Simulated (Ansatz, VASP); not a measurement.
## BN in VASP and in Ansatz

```
CELL_PARAMETERS angstrom
0.00000 1.86343 1.71435
1.86343 0.00000 1.71435
1.86343 1.86343 0.00000
ATOMIC_POSITIONS crystal
B 0.00000 0.00000 0.00000
N 0.75000 0.75000 0.75000
```

Alike in both runs: task single point; functional PBE; k mesh 12 × 12 × 12; occupations gaussian, width 0.05 eV; no spin polarisation.

|  | VASP | Ansatz |
| --- | --- | --- |
| version | VASP 6.6.1 | Ansatz 0.2.0 |
| potentials or method | VASP PAW PBE potentials, release 64 (B, N), cutoff 520 eV | scalar-relativistic, plane waves, PAW |
| valence electrons in the cell | 8 | 8 |

Ansatz gave:

```
gap on the k mesh at the Fermi level (eV)                     : 3.11
least direct gap on the mesh (eV)                             : 7.98
pressure (GPa)                                                : -0.1
traceless stress, the component that is largest in VASP (GPa) : 30.03
```

**Question.** Estimate VASP's values.

**Answer.** gap on the k mesh at the Fermi level (eV): 3.10; least direct gap on the mesh (eV): 7.98; pressure (GPa): 0.1; traceless stress, the component that is largest in VASP (GPa): 30.05.
